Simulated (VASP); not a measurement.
Input of a VASP 6.6.1 run:

Contents of INCAR:

```
PREC = Accurate ; ENCUT = 520
EDIFF = 1E-8 ; ISMEAR = 0
SIGMA = 0.01 ; LREAL = False
LASPH = True ; NELM = 80
ALGO = Normal ; ISIF = 2
LWAVE = False ; LCHARG = False
GGA = PE ; IVDW = 12
IBRION = 6 ; NFREE = 2
POTIM = 0.015 ; NSW = 1
```

The input KPOINTS:

```
regular mesh
0
Gamma
  12 12 12
```

Contents of POSCAR:

```
SiO2
1.0
    1.3436810043      0.7757745896      4.5747345581
   -1.3436810043      0.7757745896      4.5747345581
    0.0000000000     -1.5515491791      4.5747345581
Si O
1 2
Direct
    0.5000000000      0.5000000000      0.5000000000
    0.7666712729      0.7666712729      0.7666712729
    0.2333287271      0.2333287271      0.2333287271
```

Potentials or basis: VASP PAW PBE potentials, release 64 (Si, O).

Run with:

```bash
$ cat potpaw_PBE.64/Si/POTCAR potpaw_PBE.64/O/POTCAR > POTCAR
$ mpirun -np 1 vasp_std > vasp.out
```

Task: Estimate the highest phonon frequency at Γ, LO-TO splitting left out.

Result: 830 cm⁻¹.

Task: Estimate the dispersion energy per atom.

Result: -0.188 eV.

Phonon frequencies in cm⁻¹ (negative: imaginary):
| q point | frequencies |
| --- | --- |
| (0.000, 0.000, 0.000) | 0 0 0 540 540 561 561 691 830 |
